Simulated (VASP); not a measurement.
Runs of VASP 6.6.1 on Rh. The structure is that of space group Fm-3m (No. 225), or close to it. The cells are those of the table. 

```tsv
spin	cell	k mesh	gap on the mesh (eV)	pressure (GPa)	moment (μB)
collinear, ferromagnetic start	a = 2.830 Å, angles 60.0°, 1 atom	23 × 23 × 23	none	(a)	0.00
non-collinear, typed start, SOC	a = 2.725 Å, angles 60.0°, 1 atom	14 × 14 × 14	-	0.4	0.00
collinear, ferromagnetic start	a = 2.761 Å, angles 60.0°, 1 atom	23 × 23 × 23	none	(b)	0.00
collinear, ferromagnetic start	a = 2.725 Å, angles 60.0°, 1 atom	23 × 23 × 23	none	0.1	0.00
collinear, ferromagnetic start	a = 2.796 Å, angles 60.0°, 1 atom	23 × 23 × 23	none	-14.8	0.00
```

Alike in all rows: task single point; level RPBE; potentials or basis VASP PAW PBE potentials, release 64 (Rh_pv); cutoff (eV) 520; smearing fermi-dirac 0.05 eV.

Problem. Fill in the values left out.

Solution. (a) -19.8; (b) -8.3.

Caveats: the PAW data sets were made with another functional, which shifts forces and pressure a little; the cell stands under tension (at least some runs).

A k mesh can miss the band edges, and rows without SOC leave out spin-orbit coupling on Rh.

A gap of «none» marks levels without a gap at the run's occupations.
